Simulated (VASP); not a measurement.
Input of a VASP 6.6.1 run:

POSCAR

```
HfO2
1.0
    0.2032617411      2.6059849443      2.6059849443
    2.6059849443      0.2032617411      2.6059849443
    2.6059849443      2.6059849443      0.2032617411
Hf O
1 2
Direct
    0.0000000000      0.0000000000      0.0000000000
    0.2458737640      0.2458737640      0.2458737640
    0.7541262360      0.7541262360      0.7541262360
```

INCAR.step1

```
PREC = Accurate ; ENCUT = 520
ISMEAR = 0 ; SIGMA = 0.01
LREAL = False ; LASPH = True
NELM = 80 ; NBANDS = 18
GGA = PE ; ALGO = Normal
EDIFF = 1E-4 ; LWAVE = True
LCHARG = False
```

File INCAR.step2:

```
PREC = Accurate ; ENCUT = 520
EDIFF = 1E-7 ; ISMEAR = 0
SIGMA = 0.01 ; LREAL = False
LASPH = True ; NELM = 80
ALGO = Normal ; ISIF = 2
LWAVE = False ; LCHARG = False
METAGGA = R2SCAN ; LMIXTAU = True
NBANDS = 18 ; ISTART = 1
```

Contents of KPOINTS:

```
Automatic mesh
0
Gamma
  8 8 8
```

Potentials or basis: VASP PAW PBE potentials, release 64 (Hf_pv, O).

Command:

```sh
$ cat potpaw_PBE.64/Hf_pv/POTCAR potpaw_PBE.64/O/POTCAR > POTCAR
$ cp INCAR.step1 INCAR
$ mpirun -np 1 vasp_std > vasp.out
$ cp INCAR.step2 INCAR
$ mpirun -np 1 vasp_std > vasp.out
```

Q: Predict the band gap on the k mesh.

A: 4.48 eV.

Q: Estimate the pressure.

A: 7.8 GPa.

Q: What does it give for the largest force?

A: 0.091 eV/Å.

Stress tensor (GPa, compression positive):
```
 7.82 -5.75 -5.75
-5.75  7.82 -5.75
-5.75 -5.75  7.82
```

Caveat: the cell differs from its parent crystal (epitaxial 111 strain -5.0%); the cell stands under pressure; the PAW data sets were made with another functional, which shifts forces and pressure a little; spin-orbit coupling is left out, which moves the levels of the heavy elements. A k mesh can miss the band edges.
